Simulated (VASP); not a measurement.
Cu:

```xyz
1
Lattice="-1.4428 1.4428 1.3761 1.4428 -1.4428 1.3761 1.4428 1.4428 -1.3761" Properties=species:S:1:pos:R:3 pbc="T T T"
Cu    0.0000    0.0000    0.0000
```

Base run:

```yaml
Program: VASP 6.6.1
Functional: PBE
Potentials_or_basis: VASP PAW PBE potentials, release 64 (Cu_sv_GW)
Cutoff: 820 eV
k_mesh: 13 × 13 × 13
Occupations: gaussian, width 0.026 eV
Spin: no spin polarisation
```

Its results: band gap on the k mesh zero (an odd number of electrons rules out a gap without spin polarisation); pressure 6.4 GPa.

Q: The run is repeated on the same cell with these changes: functional from PBE to RPBE; occupations from gaussian, width 0.026 eV to fermi-dirac, width 0.05 eV. What comes out?

A: Band gap on the k mesh zero (an odd number of electrons rules out a gap without spin polarisation); pressure 11.7 GPa.

Caveats: the cell stands under pressure; the PAW data sets were made with another functional, which shifts forces and pressure a little (at least some runs).
